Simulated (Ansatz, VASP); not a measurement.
## As: VASP beside Ansatz

```
As
1.0
     3.57090    0.00000    0.00000
    -1.78545    3.09249    0.00000
     0.00000    0.00000   26.60000
As
2
Direct
  0.33333 0.66667 0.26319
  0.66667 0.33333 0.31576
```

Alike in both runs: functional PBE; dispersion D3(BJ); k mesh 12 × 12 × 1; occupations gaussian, width 0.03 eV; no spin polarisation.

Ansatz relaxed the structure, and its values are those at the end. VASP's run is a single point on that final structure, the one shown.

```csv
,VASP,Ansatz
version,VASP 6.6.1,Ansatz 0.2.0
potentials or method,"VASP PAW PBE potentials, release 64 (As), cutoff 400 eV","scalar-relativistic, plane waves, PAW"
valence electrons in the cell,10,30
```

Ansatz gave:

| Property | Result |
| --- | --- |
| gap on the k mesh at the Fermi level (eV) | 1.54 |
| least direct gap on the mesh (eV) | 2.05 |
| rms of the force components (eV/Å) | 0.001 |

Problem. Estimate VASP's values.

Solution. gap on the k mesh at the Fermi level (eV): 1.55; least direct gap on the mesh (eV): 2.04; rms of the force components (eV/Å): 0.052.

VASP's potentials hold 10 valence electrons a cell and Ansatz's 30, so a difference there can come from the potentials and not from the codes. Ansatz's warnings: slab cell height set, structure snapped to symmetry.
